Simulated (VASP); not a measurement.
# ZrN in VASP: single point with PBE

Aim: the single point of ZrN with PBE.

Program: VASP 6.6.1. These are calculated values, not measurements. Logs are shortened: lines on timing, memory, paths and dates and some standing lists are left out, and cuts for length are marked.

### 1 The cell of the first run

The cell holds a slab with vacuum, 36 atoms: a = 13.784 Å, b = 4.595 Å, c = 18.892 Å, α = 90.00°, β = 90.00°, γ = 90.00°.

### 2 Single point, PBE

The input, INCAR:

```
SYSTEM = ZrN
  PREC = Accurate
  ENCUT = 520
  EDIFF = 1E-7
  ISMEAR = 0
  SIGMA = 0.1
  LREAL = Auto
  LASPH = .True.
  NELM = 80
  ALGO = Normal
  ISIF = 2
  LWAVE = .False.
  LCHARG = .False.
  LDIPOL = .True.
  IDIPOL = 3
  DIPOL = 0.5 0.5 0.198
  GGA = PE
  NBANDS = 177
  LUSENCCL = .False.
```

The input, KPOINTS:

```
Automatic mesh
0
Gamma
  3 8 1
  0 0 0
```

The input, POSCAR:

```
ZrN
1.0
   13.7842415673      0.0000000000      0.0000000000
    0.0000000000      4.5947471891      0.0000000000
    0.0000000000      0.0000000000     18.8921207837
Zr N
18 18
Direct
    0.1666666667      0.0000000000      0.0793981797
    0.1666666667      0.5000000000      0.1982714364
    0.0000000000      0.0000000000      0.1982714364
    0.0000000000      0.5000000000      0.0793981797
    0.5000000000      0.0000000000      0.0793981797
    0.5000000000      0.5000000000      0.1982714364
    0.3333333333      0.0000000000      0.1982714364
    0.3333333333      0.5000000000      0.0793981797
    0.8333333333      0.0000000000      0.0793981797
    0.8333333333      0.5000000000      0.1982714364
    0.6666666667      0.0000000000      0.1982714364
    0.6666666667      0.5000000000      0.0793981797
    0.1666666667      0.0000000000      0.3124643894
    0.0000000000      0.5000000000      0.3124643894
    0.5000000000      0.0000000000      0.3124643894
    0.3333333333      0.5000000000      0.3124643894
    0.8333333333      0.0000000000      0.3124643894
    0.6666666667      0.5000000000      0.3124643894
    0.0000000000      0.0000000000      0.0793981797
    0.0000000000      0.5000000000      0.1954075368
    0.1666666667      0.0000000000      0.1954075368
    0.1666666667      0.5000000000      0.0793981797
    0.3333333333      0.0000000000      0.0793981797
    0.3333333333      0.5000000000      0.1954075368
    0.5000000000      0.0000000000      0.1954075368
    0.5000000000      0.5000000000      0.0793981797
    0.6666666667      0.0000000000      0.0793981797
    0.6666666667      0.5000000000      0.1954075368
    0.8333333333      0.0000000000      0.1954075368
    0.8333333333      0.5000000000      0.0793981797
    0.0000000000      0.0000000000      0.3235648767
    0.1666666667      0.5000000000      0.3235648767
    0.3333333333      0.0000000000      0.3235648767
    0.5000000000      0.5000000000      0.3235648767
    0.6666666667      0.0000000000      0.3235648767
    0.8333333333      0.5000000000      0.3235648767
```

Potentials or basis: VASP PAW PBE potentials, release 64 (Zr_sv, N).

Launch:

```console
$ cat potpaw_PBE.64/Zr_sv/POTCAR potpaw_PBE.64/N/POTCAR > POTCAR
$ mpirun -np 1 vasp_std > vasp.out
```

OUTCAR:

```text
SYSTEM = ZrN
   PREC = Accurate
   ENCUT = 520
   EDIFF = 1E-7
   ISMEAR = 0
   LREAL = Auto
   LASPH = .True.
   NELM = 80
   ISIF = 2
   GGA = PE

 ion  position               nearest neighbor table
   1  0.167  0.000  0.079-  21 2.19  23 2.30  22 2.30  22 2.30  19 2.30   7 3.21   2 3.21   2 3.21
                             3 3.21   8 3.25   8 3.25   4 3.25   4 3.25
   2  0.167  0.500  0.198-  22 2.25  24 2.30  21 2.30  21 2.30  20 2.30  32 2.37  16 3.15  13 3.15
                            13 3.15  14 3.15   8 3.21   1 3.21   1 3.21   4 3.21   7 3.25   7 3.25
   3  0.000  0.000  0.198-  19 2.25  20 2.30  20 2.30  29 2.30  21 2.30  31 2.37  14 3.15  14 3.15
                            17 3.15  13 3.15   4 3.21   4 3.21   9 3.21   1 3.21   2 3.25  10 3.25
   4  0.000  0.500  0.079-  20 2.19  19 2.30  19 2.30  30 2.30  22 2.30   3 3.21   3 3.21   2 3.21
                            10 3.21   1 3.25   9 3.25   9 3.25   1 3.25
   5  0.500  0.000  0.079-  25 2.19  26 2.30  26 2.30  27 2.30  23 2.30   6 3.21   6 3.21   7 3.21
                            11 3.21   8 3.25   8 3.25  12 3.25  12 3.25
   6  0.500  0.500  0.198-  26 2.25  25 2.30  25 2.30  28 2.30  24 2.30  34 2.37  15 3.15  15 3.15
                            18 3.15  16 3.15   5 3.21   5 3.21  12 3.21   8 3.21   7 3.25  11 3.25
   7  0.333  0.000  0.198-  23 2.25  21 2.30  24 2.30  24 2.30  25 2.30  33 2.37  13 3.15  16 3.15
                            16 3.15  15 3.15   1 3.21   8 3.21   8 3.21   5 3.21   2 3.25   2 3.25
   8  0.333  0.500  0.079-  24 2.19  22 2.30  23 2.30  23 2.30  26 2.30   2 3.21   7 3.21   7 3.21
                             6 3.21   1 3.25   1 3.25   5 3.25   5 3.25
   9  0.833  0.000  0.079-  29 2.19  27 2.30  30 2.30  30 2.30  19 2.30  11 3.21  10 3.21  10 3.21
[... 23 lines left out ...]
  23  0.333  0.000  0.079-   7 2.25   1 2.30   8 2.30   8 2.30   5 2.30
  24  0.333  0.500  0.195-   8 2.19  16 2.21   2 2.30   7 2.30   7 2.30   6 2.30
  25  0.500  0.000  0.195-   5 2.19  15 2.21   6 2.30   6 2.30   7 2.30  11 2.30
  26  0.500  0.500  0.079-   6 2.25   5 2.30   5 2.30  12 2.30   8 2.30
  27  0.667  0.000  0.079-  11 2.25   9 2.30  12 2.30  12 2.30   5 2.30
  28  0.667  0.500  0.195-  12 2.19  18 2.21  10 2.30  11 2.30  11 2.30   6 2.30
  29  0.833  0.000  0.195-   9 2.19  17 2.21  11 2.30  10 2.30  10 2.30   3 2.30
  30  0.833  0.500  0.079-  10 2.25  12 2.30   9 2.30   9 2.30   4 2.30
  31  0.000  0.000  0.324-  14 2.31  14 2.31  17 2.31  13 2.31   3 2.37
  32  0.167  0.500  0.324-  16 2.31  13 2.31  13 2.31  14 2.31   2 2.37
  33  0.333  0.000  0.324-  13 2.31  16 2.31  16 2.31  15 2.31   7 2.37
  34  0.500  0.500  0.324-  15 2.31  15 2.31  18 2.31  16 2.31   6 2.37
  35  0.667  0.000  0.324-  17 2.31  18 2.31  18 2.31  15 2.31  11 2.37
  36  0.833  0.500  0.324-  18 2.31  17 2.31  17 2.31  14 2.31  10 2.37

  LATTYP: Found a simple orthorhombic cell.
 ALAT       =     4.5947471891
 B/A-ratio  =     3.0000000000
 C/A-ratio  =     4.1116779675

  Lattice vectors:

 A1 = (   0.0000000000,  -4.5947471891,   0.0000000000)
 A2 = (  13.7842415673,   0.0000000000,   0.0000000000)
 A3 = (   0.0000000000,   0.0000000000,  18.8921207837)

Analysis of symmetry for initial positions (statically):
=====================================================================
 Subroutine PRICEL returns following result:

  LATTYP: Found a simple tetragonal cell.
 ALAT       =     3.2489768956
 C/A-ratio  =     5.8147907452

  Lattice vectors:

 A1 = (   2.2973735950,  -2.2973735946,   0.0000000000)
 A2 = (   2.2973735950,   2.2973735945,   0.0000000000)
 A3 = (   0.0000000000,   0.0000000000,  18.8921207837)

   6 primitive cells build up your supercell.

 Routine SETGRP: Setting up the symmetry group for a
 simple orthorhombic supercell.

 Subroutine GETGRP returns: Found  4 space group operations
 (whereof  4 operations were pure point group operations)
 out of a pool of  8 trial point group operations.

The static configuration has the point symmetry C_2v.

Analysis of symmetry for dynamics (positions and initial velocities):
=====================================================================
 Subroutine PRICEL returns following result:

  LATTYP: Found a simple tetragonal cell.
 ALAT       =     3.2489768956
 C/A-ratio  =     5.8147907452

  Lattice vectors:

 A1 = (   2.2973735950,  -2.2973735946,   0.0000000000)
 A2 = (   2.2973735950,   2.2973735945,   0.0000000000)
 A3 = (   0.0000000000,   0.0000000000,  18.8921207837)

   6 primitive cells build up your supercell.

 Routine SETGRP: Setting up the symmetry group for a
 simple orthorhombic supercell.

 Subroutine GETGRP returns: Found  4 space group operations
 (whereof  4 operations were pure point group operations)
 out of a pool of  8 trial point group operations.

The dynamic configuration has the point symmetry C_2v.

[... 41 lines left out ...]
 generate k-points for:    3    8    1

 Generating k-lattice:

  Cartesian coordinates                     Fractional coordinates (reciprocal lattice)
     0.024182203  0.000000000  0.000000000     0.333333333  0.000000000  0.000000000
     0.000000000  0.027204979  0.000000000     0.000000000  0.125000000  0.000000000
     0.000000000  0.000000000  0.052932120     0.000000000  0.000000000  1.000000000

  Length of vectors
     0.024182203  0.027204979  0.052932120

  Shift w.r.t. Gamma in fractional coordinates (k-lattice)
     0.000000000  0.000000000  0.000000000

 Subroutine IBZKPT returns following result:
 ===========================================

 Found     10 irreducible k-points:

 Following reciprocal coordinates:
            Coordinates               Weight
  0.000000  0.000000  0.000000      1.000000
  0.333333  0.000000  0.000000      2.000000
  0.000000  0.125000  0.000000      2.000000
  0.333333  0.125000  0.000000      4.000000
  0.000000  0.250000  0.000000      2.000000
  0.333333  0.250000  0.000000      4.000000
  0.000000  0.375000  0.000000      2.000000
  0.333333  0.375000  0.000000      4.000000
  0.000000  0.500000  0.000000      1.000000
  0.333333  0.500000  0.000000      2.000000
   k-points           NKPTS =     10   k-points in BZ     NKDIM =     10   number of bands    NBANDS=    177
   number of dos      NEDOS =    301   number of ions     NIONS =     36
   total plane-waves  NPLWV = 559872
   dimension x,y,z NGX =   108 NGY =   36 NGZ =  144
   dimension x,y,z NGXF=   216 NGYF=   72 NGZF=  288
   ions per type =              18  18
   NGX,Y,Z   is equivalent  to a cutoff of  13.03, 13.03, 12.67 a.u.
   NGXF,Y,Z  is equivalent  to a cutoff of  26.05, 26.05, 25.34 a.u.
 SYSTEM =  ZrN
   PREC   = accura    normal or accurate (medium, high low for compatibility)
   ISTART =      0    job   : 0-new  1-cont  2-samecut
   ICHARG =      2    charge: 1-file 2-atom 10-const
   ISPIN  =      1    spin polarized calculation?
   LNONCOLLINEAR =      F non collinear calculations
   LSORBIT =      F    spin-orbit coupling
   LASPH  =      T    aspherical Exc in radial PAW
   ENCUT  =  520.0 eV  38.22 Ry    6.18 a.u.  25.63  8.54 35.13*2*pi/ulx,y,z
   NELM   =     80;   NELMIN=  2; NELMDL= -5     # of ELM steps
   EDIFF  = 0.1E-06   stopping-criterion for ELM
   LREAL  =      T    real-space projection
   EDIFFG = 0.1E-05   stopping-criterion for IOM
   NSW    =      0    number of steps for IOM
   IBRION =     -1    ionic relax: 0-MD 1-quasi-New 2-CG
   NFREE  =      0    steps in history (QN), initial steepest desc. (CG)
   ISIF   =      2    stress and relaxation
   ISYM   =      2    0-nonsym 1-usesym 2-fastsym
   POTIM  = 0.5000    time-step for ionic-motion
   TEBEG  =    0.0;   TEEND  =   0.0 temperature during run
   PSTRESS=    0.0 pullay stress
   NELECT =     306.0000    total number of electrons
   NUPDOWN=      -1.0000    fix difference up-down
   EMIN   =  10.00;   EMAX   =-10.00  energy-range for DOS
   EFERMI =   0.00;   METHOD = LEGACY
   ISMEAR =     0;   SIGMA  =   0.10  broadening in eV -4-tet -1-fermi 0-gaus
   EFERMI_NEDOS =   21; number of points for ismear=-14 and -15
   IALGO  =     38    algorithm
   IMIX   =      4    mixing-type and parameters
     AMIX     =   0.40;   BMIX     =  1.00
     AMIX_MAG =   1.60;   BMIX_MAG =  1.00
  volume/ion in A,a.u.               =      33.24       224.29
  Fermi-wavevector in a.u.,A,eV,Ry     =   1.039139  1.963688 14.691700  1.079809
  Thomas-Fermi vector in A             =   2.173655
   LORBIT       =      0    0 simple, 1 ext, 2 COOP (PROOUT), +10 PAW based schemes
   GGA     = PE    functional components
   LHFCALC =     F    Hartree Fock is set to
   AEXX    =    0.0000 exact exchange contribution
   IVDW    =     0    specifies the selected vdW correction
   LEPSILON=     F    determine dielectric tensor
   LRPA    =     F    only Hartree local field effects (RPA)
 non-spin polarized calculation
 Gauss-broadening in eV      SIGMA  =   0.10
  energy-cutoff  :      520.00
  volume of cell :     1196.53
 maximum number of plane-waves:     32277
 NGX is ok and might be reduce to   108
   NGX = 51   NGY = 17   NGZ = 71

 dipolmoment           0.000000      0.000000      0.003556 electrons x Angstroem

 number of electron     306.0000011 magnetization

 dipolmoment           0.000000      0.000000     -0.012003 electrons x Angstroem

 Free energy of the ion-electron system (eV)
  ---------------------------------------------------
  ext. energy  EPLUGINS =         0.00000000
  ---------------------------------------------------
  free energy    TOTEN  =      -355.03161506 eV

  energy without entropy =     -354.96201008  energy(sigma->0) =     -354.99681257

 E-fermi :   2.8075     XC(G=0):  -5.5905

 val. band max:        2.8020827673   @ k =   0.3333   0.3750   0.0000
 cond. band min:       2.8145654642   @ k =   0.3333   0.2500   0.0000
 fundamental gap:      0.0124826968
 Fermi energy:         2.8074539124

 k-point     1 :       0.0000    0.0000    0.0000
  band No.  band energies     occupation
      1     -47.0929      2.00000
      2     -47.0687      2.00000
      3     -47.0687      2.00000
      4     -47.0228      2.00000
      5     -47.0228      2.00000
      6     -47.0011      2.00000
[... 1669 lines left out ...]
    164       4.2493      0.00000
    165       4.2971      0.00000
 [bands above 165 left out]

------------------------ aborting loop because EDIFF is reached ----------------------------------------

 vacuum level on the upper side and lower side of the slab       (xc-potential included)        -0.471        -0.447

  FORCE on cell =-STRESS in cart. coord.  units (eV):
  Direction    XX          YY          ZZ          XY          YZ          ZX
  --------------------------------------------------------------------------------------
  -------------------------------------------------------------------------------------
  Total      -26.8876869    -28.9243558      0.1955346      0.0000000      0.0000000      0.0000000
  in kB      -36.0030103    -38.7301400      0.2618237      0.0000000      0.0000000      0.0000000
  external PRESSURE =     -24.8237755 kB  Pullay stress =       0.0000000 kB

 VOLUME and BASIS-vectors are now :
 -----------------------------------------------------------------------------
  energy-cutoff  :      520.00
  volume of cell :     1196.53
      direct lattice vectors                 reciprocal lattice vectors
    13.784241567  0.000000000  0.000000000     0.072546610  0.000000000  0.000000000
     0.000000000  4.594747189  0.000000000     0.000000000  0.217639831  0.000000000
     0.000000000  0.000000000 18.892120784     0.000000000  0.000000000  0.052932120

 POSITION                                       TOTAL-FORCE (eV/Angst)
 -----------------------------------------------------------------------------------
      2.29737      0.00000      1.50000         0.000000      0.000000      1.255456
      2.29737      2.29737      3.74577         0.000000      0.000000      0.003809
      0.00000      0.00000      3.74577         0.000000     -0.000000      0.003809
      0.00000      2.29737      1.50000         0.000000     -0.000000      1.255456
      6.89212      0.00000      1.50000         0.000000      0.000000      1.255456
      6.89212      2.29737      3.74577         0.000000      0.000000      0.003809
[... 28 lines left out ...]
      9.18949      0.00000      6.11283         0.000000     -0.000000      0.009370
     11.48687      2.29737      6.11283        -0.000000      0.000000      0.009370
 -----------------------------------------------------------------------------------
    total drift:                                0.000000      0.000000     -0.006349

  FREE ENERGIE OF THE ION-ELECTRON SYSTEM (eV)
  ---------------------------------------------------
  free  energy   TOTEN  =      -355.0316150592 eV

  energy  without entropy=     -354.9620100770  energy(sigma->0) =     -354.99681257

 vacuum level on the upper side and lower side of the slab         4.820         4.869
```

It took 7.3 min on 1 × NVIDIA H100 80GB with 1 thread of AMD EPYC 7R13 (Zen 3), shared host; peak memory 2.6 GiB.

Results:

```
Free energy            : -355.0316 eV
Largest force          : 1.280 eV/Å
Band gap on the k mesh : zero (bands 153 and 154 overlap by 1.74 eV)
```

Forces in eV/Å, atoms in the order of the input:
```
Zr   0.000  0.000  1.255
Zr   0.000  0.000  0.004
Zr   0.000  0.000  0.004
Zr   0.000  0.000  1.255
Zr   0.000  0.000  1.255
Zr   0.000  0.000  0.004
Zr   0.000  0.000  0.004
Zr   0.000  0.000  1.255
Zr   0.000  0.000  1.255
Zr   0.000  0.000  0.004
Zr   0.000  0.000  0.004
Zr   0.000  0.000  1.255
Zr   0.000  0.000  0.012
Zr   0.000  0.000  0.012
Zr   0.000  0.000  0.012
Zr   0.000  0.000  0.012
Zr   0.000  0.000  0.012
Zr   0.000  0.000  0.012
N    0.000  0.000 -1.280
N    0.000  0.000  0.000
N    0.000  0.000  0.000
N    0.000  0.000 -1.280
N    0.000  0.000 -1.280
N    0.000  0.000  0.000
N    0.000  0.000  0.000
N    0.000  0.000 -1.280
N    0.000  0.000 -1.280
N    0.000  0.000  0.000
N    0.000  0.000  0.000
N    0.000  0.000 -1.280
N    0.000  0.000  0.009
N    0.000  0.000  0.009
N    0.000  0.000  0.009
N    0.000  0.000  0.009
N    0.000  0.000  0.009
N    0.000  0.000  0.009
```

Levels at points of the mesh, in eV from the Fermi level:
```tsv
k point	band 150	band 151	band 152	band 153	band 154	band 155	band 156	band 157
(0.00, 0.00, 0.00)	-1.85	-0.82	-0.82	-0.71	-0.34	-0.34	-0.21	-0.21
(0.00, 0.50, 0.00)	0.22	0.84	0.84	1.08	1.08	1.15	1.15	1.15
```
